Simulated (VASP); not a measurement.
Set up this calculation in VASP 6.6.1, as the native input.

- Task: relaxation of cell and atoms
- Functional: PBE
- Potentials or basis: VASP PAW PBE potentials, release 64 (Rb_sv, O, Pd)
- Cutoff: 600 eV
- k mesh: 5 × 5 × 5
- Occupations: fermi-dirac, width 0.1 eV
- Spin: no spin polarisation
- Dipole correction: no
- Further INCAR settings: ALGO = Normal; EDIFF = 1e-07; IBRION = 2; EDIFFG = -0.01; NSW = 60; ISIF = 3

The structure of Rb2PdO2 lies in POSCAR:

```
Rb2PdO2
1.0
    0.0000000000      4.2762690000      0.0000000000
    4.2762690000      0.0000000000      0.0000000000
    2.1381350000      2.1381350000     -6.7469800000
Rb O Pd
2 2 1
Direct
    0.3451000000      0.3451000000      0.3098000000
    0.6549000000      0.6549000000      0.6902000000
    0.1273000000      0.1273000000      0.7454000000
    0.8727000000      0.8727000000      0.2546000000
    0.0000000000      0.0000000000      0.0000000000
```

These files were run (other wordings do the same):

INCAR

```
PREC = Accurate
ENCUT = 600
EDIFF = 1E-7
ISMEAR = -1
SIGMA = 0.1
LREAL = F
LASPH = T
NELM = 80
ALGO = Normal
ISIF = 3
LWAVE = F
LCHARG = F
GGA = PE
IBRION = 2
NSW = 60
EDIFFG = -0.01
```

KPOINTS

```
regular mesh
0
Gamma
  5 5 5
```

Potentials or basis: VASP PAW PBE potentials, release 64 (Rb_sv, O, Pd).

The run is started by

```bash
$ cat potpaw_PBE.64/Rb_sv/POTCAR potpaw_PBE.64/O/POTCAR potpaw_PBE.64/Pd/POTCAR > POTCAR
$ mpirun -np 1 vasp_std > vasp.out
```

It gave:

| Property | Result |
| --- | --- |
| Relaxed volume | 24.68 Å³/atom |
| Relaxed cell | a = 4.241 Å, b = 4.241 Å, c = 7.488 Å, α = 73.55°, β = 73.55°, γ = 90.00° |
| Space group after relaxing (to 0.05 Å) | I4/mmm (No. 139) |
| Energy gained by relaxing | 139.0 meV/atom |
| Ionic steps | 15 |
| Pressure after relaxing | 0.1 GPa |
| Largest force after relaxing | 0.007 eV/Å |
| Band gap on the k mesh | zero (band 20 reaches 1.11 eV, above the bottom of band 21 at 0.98 eV) |

Wall time 19 min on 1 thread of Oxide Virtual Turin-like Processor (shared host), peak memory 0.29 GiB.
